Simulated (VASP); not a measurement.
Runs of VASP 6.6.1 on Mo. The structure is that of space group Im-3m (No. 229), or close to it. The cells are those of the table. 

```csv
task,spin,cell,cutoff (eV),gap on the mesh (eV),pressure (GPa)
single point,off,"a = 2.691 Å, angles 109.5°, 1 atom",520,none,15.5
relaxation of cell and atoms,off,"relaxed from a = 2.739 Å, angles 109.5°, 1 atom",600,none,0.0
single point,"collinear, ferromagnetic start","a = 2.372 Å, angles 109.5°, 1 atom",520,none,(a)
single point,off,"a = 2.738 Å, angles 109.5°, 1 atom",520,none,0.5
```

Alike in all rows: level PBE; potentials or basis VASP PAW PBE potentials, release 64 (Mo_sv); k mesh 17 × 17 × 17; smearing fermi-dirac 0.08 eV.

Problem. Estimate the missing entries.

Solution. (a) 269.2.

Caveats: the relaxation stopped at its first step, so nothing moved (some runs).

A k mesh can miss the band edges, and the runs leave out spin-orbit coupling on Mo.

A gap of «none» marks levels without a gap at the run's occupations.
